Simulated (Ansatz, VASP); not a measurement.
Two plane-wave programs on Ta2C

```
Ta C
1.0
     3.00244    0.00000    0.00000
    -1.50122    2.60019    0.00000
     0.00000    0.00000    4.77345
Ta C
2 1
Direct
  0.33333 0.66667 0.25752
  0.66667 0.33333 0.74248
  0.00000 0.00000 0.00000
```

Change from the starting cell: equal strain along all axes, cell held, atoms relaxed: -3.0 %.

Alike in both runs: functional PBEsol; k mesh 18 × 18 × 10; occupations gaussian, width 0.1 eV; no spin polarisation.

Ansatz relaxed the structure, and its values are those at the end. VASP's run is a single point on that final structure, the one shown.

|  | VASP | Ansatz |
| --- | --- | --- |
| version | VASP 6.6.1 | Ansatz 0.2.0 |
| potentials or method | VASP PAW PBE potentials, release 64 (Ta_pv, C), cutoff 520 eV | scalar-relativistic, plane waves, PAW |
| valence electrons in the cell | 26 | 30 |

Ansatz gave:

```
gap on the k mesh at the Fermi level (eV) : none
pressure (GPa)                            : 30.1
rms of the force components (eV/Å)        : 0.001
```

Q: Estimate VASP's values.

A: gap on the k mesh at the Fermi level (eV): none; pressure (GPa): 30.9; rms of the force components (eV/Å): 0.030.

VASP's potentials were made for PBE, not for PBEsol. A gap of «none» marks a metal or a gap that the smearing closes. Both programs put the cell under a high pressure, so it lies far from rest at this level. With one functional, cell and mesh, what is left measures potentials, basis and numerics. VASP's potentials hold 26 valence electrons a cell and Ansatz's 30, so a difference there can come from the potentials and not from the codes. Ansatz's warnings: stress scf threshold loose.

Neither program's run includes spin-orbit coupling.
